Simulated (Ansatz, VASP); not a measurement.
# One calculation of Be, two programs

The input INCAR:

```
SYSTEM = Be
  PREC = Accurate
  ENCUT = 520
  EDIFF = 1E-7
  ISMEAR = -1
  SIGMA = 0.05
  LREAL = .False.
  LASPH = .True.
  NELM = 80
  ALGO = Normal
  ISIF = 2
  LWAVE = .False.
  LCHARG = .False.
  GGA = RP
  NBANDS = 7
```

Contents of KPOINTS:

```
regular mesh
0
Gamma
  12 12 13
  0 0 0
```

POSCAR

```
Be
1.0
    2.2327400000      0.0000000000      0.0000000000
    0.0000000000      2.2327400000      0.0000000000
    0.0000000000      0.0000000000      2.0656500000
Be
1
Direct
    0.5000000000      0.5000000000      0.0000000000
```

input.yaml

```yaml
crystal:
  lattice:
    - [2.23274, 0.0, 0.0]
    - [0.0, 2.23274, 0.0]
    - [0.0, 0.0, 2.06565]
  atoms:
    - { symbol: Be, position: [0.5, 0.5, 0.0] }
hamiltonian:
  xc: rpbe
  pseudopotentials: { kind: paw }
kpoints:
  mp_grid: { grid: [12, 12, 13] }
  band_path:
    path:
      - [[0.0, 0.0, 0.0], [0.0, 0.5, 0.0], [0.5, 0.5, 0.0], [0.0, 0.0, 0.0], [0.0, 0.0, 0.5], [0.0, 0.5, 0.5], [0.5, 0.5, 0.5], [0.0, 0.0, 0.5]]
      - [[0.0, 0.5, 0.0], [0.0, 0.5, 0.5]]
      - [[0.5, 0.5, 0.0], [0.5, 0.5, 0.5]]
    npoints: 14
scf:
  occupations: { method: fermi_dirac, width: 0.05 }
  n_extra_bands: 6
output:
  forces: true
  stress: true
  eigenvalues: true
  fatbands: false
```

Alike in both runs: functional RPBE; k mesh 12 × 12 × 13; occupations fermi-dirac, width 0.05 eV; no spin polarisation.

|  | VASP | Ansatz |
| --- | --- | --- |
| version | VASP 6.6.1 | Ansatz 0.2.0 |
| potentials or method | VASP PAW PBE potentials, release 64 (Be) | Ansatz PAW |
| plane-wave cutoff (eV) | 520 | 420 |
| valence electrons in the cell | 2 | 2 |
| task | single point | band structure |

|  | VASP | Ansatz | Ansatz less VASP |
| --- | --- | --- | --- |
| gap on the k mesh at the Fermi level (eV) | none | none | - |
| pressure (GPa) | 2.1 | 2.1 | +0.01 |
| traceless stress, the component that is largest in VASP (GPa) | -0.33 | -0.52 | -0.192 |

VASP's potentials were made for PBE, not for RPBE. A gap of «none» marks a metal or a gap that the smearing closes.
